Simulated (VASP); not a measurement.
# In (I4/mmm) in VASP: relaxation of cell and atoms with r2SCAN

Aim: the relaxation of cell and atoms of In with r2SCAN.

Program: VASP 6.6.1. These are calculated values, not measurements. Logs are shortened: lines on timing, memory, paths and dates and some standing lists are left out, and cuts for length are marked.

### Step 1. The cell of the first run

It takes space group I4/mmm (No. 139, tetragonal). The conventional cell has a = 3.251 Å, b = 3.251 Å, c = 4.947 Å, α = 90.00°, β = 90.00°, γ = 90.00°. In (site symmetry 4/mmm) has 12 In at 3.25 to 3.38 Å within 4.3 Å.

### Step 2. Relaxation of cell and atoms, r2SCAN

File POSCAR:

```
In
1.0
   -1.6254700000      1.6254700000      2.4737000000
    1.6254700000     -1.6254700000      2.4737000000
    1.6254700000      1.6254700000     -2.4737000000
In
1
Direct
    0.0000000000      0.0000000000      0.0000000000
```

File INCAR.step1:

```
PREC = Accurate ; ENCUT = 600
ISMEAR = 1 ; SIGMA = 0.05
LREAL = False ; LASPH = True
NELM = 100 ; GGA = PE
ALGO = Normal ; EDIFF = 1E-4
LWAVE = True ; LCHARG = False
```

File INCAR.step2:

```
PREC = Accurate ; ENCUT = 600
EDIFF = 1E-6 ; ISMEAR = 1
SIGMA = 0.05 ; LREAL = False
LASPH = True ; NELM = 100
ALGO = Normal ; ISIF = 3
LWAVE = False ; LCHARG = False
METAGGA = R2SCAN ; LMIXTAU = True
IBRION = 2 ; NSW = 80
EDIFFG = -0.03 ; ISTART = 1
```

File KPOINTS:

```
Automatic mesh
0
Gamma
  8 8 8
```

Potentials or basis: VASP PAW PBE potentials, release 64 (In_d).

Command:

```bash
$ cat potpaw_PBE.64/In_d/POTCAR > POTCAR
$ cp INCAR.step1 INCAR
$ mpirun -np 1 vasp_std > vasp.out
$ cp INCAR.step2 INCAR
$ mpirun -np 1 vasp_std > vasp.out
```

OUTCAR:

```text
PREC = Accurate
   ENCUT = 600
   EDIFF = 1E-6
   ISMEAR = 1
   LREAL = False
   LASPH = True
   NELM = 100
   ISIF = 3
   METAGGA = R2SCAN
   IBRION = 2
   NSW = 80
   EDIFFG = -0.03
   ISTART = 1

 ion  position               nearest neighbor table
   1  0.000  0.000  0.000-

  LATTYP: Found a body centered tetragonal cell.
 ALAT       =     3.2509400000
 C/A-ratio  =     1.5218367611

  Lattice vectors:

 A1 = (  -1.6254700000,   1.6254700000,   2.4737000000)
 A2 = (   1.6254700000,  -1.6254700000,   2.4737000000)
 A3 = (   1.6254700000,   1.6254700000,  -2.4737000000)

Analysis of symmetry for initial positions (statically):
=====================================================================
 Subroutine PRICEL returns:
 Original cell was already a primitive cell.

 Routine SETGRP: Setting up the symmetry group for a
 body centered tetragonal supercell.

 Subroutine GETGRP returns: Found 16 space group operations
 (whereof 16 operations were pure point group operations)
 out of a pool of 16 trial point group operations.

The static configuration has the point symmetry D_4h.

Analysis of symmetry for dynamics (positions and initial velocities):
=====================================================================
 Subroutine PRICEL returns:
 Original cell was already a primitive cell.

 Routine SETGRP: Setting up the symmetry group for a
 body centered tetragonal supercell.

 Subroutine GETGRP returns: Found 16 space group operations
 (whereof 16 operations were pure point group operations)
 out of a pool of 16 trial point group operations.

The dynamic configuration has the point symmetry D_4h.

 Subroutine INISYM returns: Found 16 space group operations
 (whereof 16 operations are pure point group operations),
 and found     1 'primitive' translations

----------------------------------------------------------------------------------------

                                     Primitive cell

  volume of cell :      26.1436

  direct lattice vectors                    reciprocal lattice vectors
    -1.625470000  1.625470000  2.473700000     0.000000000  0.307603339  0.202126369
     1.625470000 -1.625470000  2.473700000     0.307603339  0.000000000  0.202126369
     1.625470000  1.625470000 -2.473700000     0.307603339  0.307603339  0.000000000

  length of vectors
     3.376906444  3.376906444  3.376906444     0.368069129  0.368069129  0.435016814

  position of ions in fractional coordinates (direct lattice)
     0.000000000  0.000000000  0.000000000

  ion indices of the primitive-cell ions
   primitive index   ion index
                 1           1

----------------------------------------------------------------------------------------

 KPOINTS: Automatic mesh

Automatic generation of k-mesh.
 Grid dimensions read from file:
 generate k-points for:    8    8    8

 Generating k-lattice:

  Cartesian coordinates                     Fractional coordinates (reciprocal lattice)
     0.000000000  0.038450417  0.025265796     0.125000000  0.000000000 -0.000000000
     0.038450417  0.000000000  0.025265796     0.000000000  0.125000000 -0.000000000
     0.038450417  0.038450417  0.000000000     0.000000000  0.000000000  0.125000000

  Length of vectors
     0.046008641  0.046008641  0.054377102

  Shift w.r.t. Gamma in fractional coordinates (k-lattice)
     0.000000000  0.000000000  0.000000000

 Subroutine IBZKPT returns following result:
 ===========================================

 Found     59 irreducible k-points:

 Following reciprocal coordinates:
            Coordinates               Weight
  0.000000  0.000000  0.000000      1.000000
  0.125000  0.000000 -0.000000      8.000000
  0.250000  0.000000 -0.000000      8.000000
  0.375000  0.000000 -0.000000      8.000000
  0.500000  0.000000 -0.000000      4.000000
  0.125000  0.125000 -0.000000      8.000000
[... 16 lines left out ...]
  0.250000  0.125000  0.125000     16.000000
  0.375000  0.125000  0.125000      8.000000
 [... further k-points ...]
   k-points           NKPTS =     59   k-points in BZ     NKDIM =     59   number of bands    NBANDS=     10
   number of dos      NEDOS =    301   number of ions     NIONS =      1
   total plane-waves  NPLWV =  21952
   dimension x,y,z NGX =    28 NGY =   28 NGZ =   28
   dimension x,y,z NGXF=    56 NGYF=   56 NGZF=   56
   ions per type =               1
   NGX,Y,Z   is equivalent  to a cutoff of  13.78, 13.78, 13.78 a.u.
   NGXF,Y,Z  is equivalent  to a cutoff of  27.57, 27.57, 27.57 a.u.
 SYSTEM =  unknown system
   PREC   = accura    normal or accurate (medium, high low for compatibility)
   ISTART =      1    job   : 0-new  1-cont  2-samecut
   ICHARG =      0    charge: 1-file 2-atom 10-const
   ISPIN  =      1    spin polarized calculation?
   LNONCOLLINEAR =      F non collinear calculations
   LSORBIT =      F    spin-orbit coupling
   LASPH  =      T    aspherical Exc in radial PAW
   ENCUT  =  600.0 eV  44.10 Ry    6.64 a.u.   6.74  6.74  6.74*2*pi/ulx,y,z
   NELM   =    100;   NELMIN=  2; NELMDL=  0     # of ELM steps
   EDIFF  = 0.1E-05   stopping-criterion for ELM
   LREAL  =      F    real-space projection
   EDIFFG = -.3E-01   stopping-criterion for IOM
   NSW    =     80    number of steps for IOM
   IBRION =      2    ionic relax: 0-MD 1-quasi-New 2-CG
   NFREE  =      1    steps in history (QN), initial steepest desc. (CG)
   ISIF   =      3    stress and relaxation
   ISYM   =      2    0-nonsym 1-usesym 2-fastsym
   POTIM  = 0.5000    time-step for ionic-motion
   TEBEG  =    0.0;   TEEND  =   0.0 temperature during run
   PSTRESS=    0.0 pullay stress
   NELECT =      13.0000    total number of electrons
   NUPDOWN=      -1.0000    fix difference up-down
   EMIN   =  10.00;   EMAX   =-10.00  energy-range for DOS
   EFERMI =   0.00;   METHOD = LEGACY
   ISMEAR =     1;   SIGMA  =   0.05  broadening in eV -4-tet -1-fermi 0-gaus
   EFERMI_NEDOS =   21; number of points for ismear=-14 and -15
   IALGO  =     38    algorithm
   IMIX   =      4    mixing-type and parameters
     AMIX     =   0.40;   BMIX     =  1.00
     AMIX_MAG =   1.60;   BMIX_MAG =  1.00
  volume/ion in A,a.u.               =      26.14       176.43
  Fermi-wavevector in a.u.,A,eV,Ry     =   1.296983  2.450943 22.887245  1.682165
  Thomas-Fermi vector in A             =   2.428405
   LORBIT       =      0    0 simple, 1 ext, 2 COOP (PROOUT), +10 PAW based schemes
   METAGGA = R2SCAN    functional components
   LHFCALC =     F    Hartree Fock is set to
   AEXX    =    0.0000 exact exchange contribution
   IVDW    =     0    specifies the selected vdW correction
   LEPSILON=     F    determine dielectric tensor
   LRPA    =     F    only Hartree local field effects (RPA)
 conjugate gradient relaxation of ions
 non-spin polarized calculation
 Methfessel and Paxton  Order N= 1 SIGMA  =   0.05
  energy-cutoff  :      600.00
  volume of cell :       26.14
 maximum number of plane-waves:       901
   NGX = 13   NGY = 13   NGZ = 13

--------------------------------------- Ionic step        1  -------------------------------------------

 number of electron      13.0000006 magnetization

 Free energy of the ion-electron system (eV)
  ---------------------------------------------------
  ext. energy  EPLUGINS =         0.00000000
  ---------------------------------------------------
  free energy    TOTEN  =       -22.56783881 eV

  energy without entropy =      -22.56769812  energy(sigma->0) =      -22.56779191

------------------------ aborting loop because EDIFF is reached ----------------------------------------

  FORCE on cell =-STRESS in cart. coord.  units (eV):
  Direction    XX          YY          ZZ          XY          YZ          ZX
  --------------------------------------------------------------------------------------
  -------------------------------------------------------------------------------------
  Total       -0.2477093     -0.2477093      0.5539818      0.0000000      0.0000000     -0.0000000
  in kB      -15.1805670    -15.1805670     33.9501050      0.0000000      0.0000000     -0.0000000
  external PRESSURE =       1.1963237 kB  Pullay stress =       0.0000000 kB

 VOLUME and BASIS-vectors are now :
 -----------------------------------------------------------------------------
  energy-cutoff  :      600.00
  volume of cell :       26.14
      direct lattice vectors                 reciprocal lattice vectors
    -1.625470000  1.625470000  2.473700000     0.000000000  0.307603339  0.202126369
     1.625470000 -1.625470000  2.473700000     0.307603339  0.000000000  0.202126369
     1.625470000  1.625470000 -2.473700000     0.307603339  0.307603339  0.000000000
[... 36 lines left out ...]
 POSITION                                       TOTAL-FORCE (eV/Angst)
 -----------------------------------------------------------------------------------
      1.60605     -1.60605      2.53981        -0.000000      0.000000     -0.000000
 -----------------------------------------------------------------------------------
    total drift:                                0.000000     -0.000000      0.000000

  FREE ENERGIE OF THE ION-ELECTRON SYSTEM (eV)
  ---------------------------------------------------
  free  energy   TOTEN  =       -22.5851500804 eV

  energy  without entropy=      -22.5850696105  energy(sigma->0) =      -22.58512326

--------------------------------------- Ionic step        3  -------------------------------------------

 number of electron      13.0000004 magnetization

 Free energy of the ion-electron system (eV)
  ---------------------------------------------------
  ext. energy  EPLUGINS =         0.00000000
  ---------------------------------------------------
  free energy    TOTEN  =       -22.59549798 eV

  energy without entropy =      -22.59515619  energy(sigma->0) =      -22.59538405

 E-fermi :   7.4257     XC(G=0): -11.0456

 val. band max:        7.4024129535   @ k =  -0.2500   0.2500   0.2500
 cond. band min:       7.4344826711   @ k =  -0.3750  -0.3750   0.2500
 fundamental gap:      0.0320697176
 Fermi energy:         7.4257386878

 k-point     1 :       0.0000    0.0000    0.0000
  band No.  band energies     occupation
      1      -8.0159      2.00000
      2      -7.7915      2.00000
      3      -7.6908      2.00000
      4      -7.6908      2.00000
      5      -7.4820      2.00000
      6      -2.5672      2.00000
      7      18.3561      0.00000
      8      18.6331      0.00000
      9      18.6331      0.00000
     10      19.9873      0.00000

 k-point     2 :       0.1250    0.0000   -0.0000
  band No.  band energies     occupation
      1      -7.9774      2.00000
      2      -7.7754      2.00000
      3      -7.7018      2.00000
      4      -7.6715      2.00000
      5      -7.5024      2.00000
      6      -2.2015      2.00000
      7      15.3594      0.00000
      8      17.1949      0.00000
      9      18.4859      0.00000
     10      19.2998      0.00000
[... 274 lines left out ...]
 k-point    24 :       0.3750    0.1250    0.1250
  band No.  band energies     occupation
      1      -7.8354      2.00000
      2      -7.7841      2.00000
      3      -7.6664      2.00000
      4      -7.6414      2.00000
      5      -7.4031      2.00000
      6       4.0286      2.00000
      7       5.1008      2.00000
      8      12.7621      0.00000
      9      13.2783      0.00000
     10      16.5233      0.00000

 [... further k-points ...]

------------------------ aborting loop because EDIFF is reached ----------------------------------------

  FORCE on cell =-STRESS in cart. coord.  units (eV):
  Direction    XX          YY          ZZ          XY          YZ          ZX
  --------------------------------------------------------------------------------------
  -------------------------------------------------------------------------------------
  Total        0.0077208      0.0077208      0.0001384      0.0000000      0.0000000      0.0000000
  in kB        0.4712279      0.4712279      0.0084494      0.0000000      0.0000000      0.0000000
  external PRESSURE =       0.3169684 kB  Pullay stress =       0.0000000 kB

 VOLUME and BASIS-vectors are now :
 -----------------------------------------------------------------------------
  energy-cutoff  :      600.00
  volume of cell :       26.25
      direct lattice vectors                 reciprocal lattice vectors
    -1.563983969  1.563983969  2.682965511     0.000000000  0.319696371  0.186360949
     1.563983969 -1.563983969  2.682965511     0.319696371  0.000000000  0.186360949
     1.563983969  1.563983969 -2.682965511     0.319696371  0.319696371  0.000000000

 POSITION                                       TOTAL-FORCE (eV/Angst)
 -----------------------------------------------------------------------------------
     -0.00000      0.00000      0.00000         0.000000     -0.000000      0.000000
 -----------------------------------------------------------------------------------
    total drift:                                0.000000     -0.000000     -0.000000

  FREE ENERGIE OF THE ION-ELECTRON SYSTEM (eV)
  ---------------------------------------------------
  free  energy   TOTEN  =       -22.5954979814 eV

  energy  without entropy=      -22.5951561945  energy(sigma->0) =      -22.59538405

 reached required accuracy - stopping structural energy minimisation
```

Wall time 2.9 min (1 thread of Intel Xeon Platinum 8259CL at 2.50GHz (Skylake/Cascade Lake), shared host); peak memory 0.18 GiB.

What came out:

```yaml
Free_energy: -22.5955 eV
Relaxed_volume: 26.25 Å³/atom
Relaxed_cell: a = 3.477 Å, b = 3.477 Å, c = 3.477 Å, α = 126.54°, β = 126.54°, γ = 79.00°
Space_group_after_relaxing_to_0.05_Å: I4/mmm (No. 139)
Energy_gained_by_relaxing: 27.7 meV/atom
Ionic_steps: 3
Pressure_after_relaxing: 0.0 GPa
```

Step by step:
| step | energy change (eV) | largest force (eV/Å) | pressure (GPa) | volume (Å³) |
| --- | --- | --- | --- | --- |
| 1 | 0.0000 | 0.0000 | 0.12 | 26.14 |
| 2 | -0.0173 | 0.0000 | 0.00 | 26.20 |
| 3 | -0.0277 | 0.0000 | 0.03 | 26.25 |

Final structure:
```
CELL_PARAMETERS angstrom
-1.56398 1.56398 2.68297
1.56398 -1.56398 2.68297
1.56398 1.56398 -2.68297
ATOMIC_POSITIONS crystal
In 0.00000 0.00000 0.00000
```

Caveat: the PAW data sets were made with another functional, which shifts forces and pressure a little; spin-orbit coupling is left out, which moves the levels of the heavy elements. Zero-point motion and thermal expansion aren't in these numbers.
